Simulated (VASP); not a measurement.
The system is InPd.

```
CELL_PARAMETERS angstrom
3.08823 0.00000 0.00000
0.00000 3.08823 0.00000
0.00000 0.00000 3.08823
ATOMIC_POSITIONS crystal
In 0.50000 0.50000 0.50000
Pd 0.00000 0.00000 0.00000
```

```yaml
Program: VASP 6.6.1
Task: relaxation of cell and atoms
Functional: r2SCAN
Potentials_or_basis: VASP PAW PBE potentials, release 64 (In_d, Pd)
Cutoff: 600 eV
k_mesh: 6 × 6 × 6
Occupations: gaussian, width 0.1 eV
Spin: no spin polarisation
```

At the start: pressure 37.0 GPa; volume 14.73 Å³/atom.

Task: Where does the relaxation end?

Result: Over 5 steps the energy falls by 270.1 meV/atom and the volume is 17.53 Å³/atom (+19.1 %); space group Pm-3m (No. 221, to 0.1 Å) before and after.

The path:
```
step  energy change (eV)  largest force (eV/Å)  pressure (GPa)  volume (Å³)
   1              0.0000                0.0000           37.01        29.45
   2              0.2533                0.0000          -16.11        46.46
   3             -0.5374                0.0000           -1.79        35.57
   4             -0.5400                0.0000           -0.51        35.21
   5             -0.5402                0.0000            0.01        35.07
```

Final structure:
```
CELL_PARAMETERS angstrom
3.27324 0.00000 0.00000
0.00000 3.27324 0.00000
0.00000 0.00000 3.27324
ATOMIC_POSITIONS crystal
In 0.50000 0.50000 0.50000
Pd 0.00000 0.00000 0.00000
```

Caveat: the volume moved by over 15 % at a fixed basis, so the end points are rough; the PAW data sets were made with another functional, which shifts forces and pressure a little.
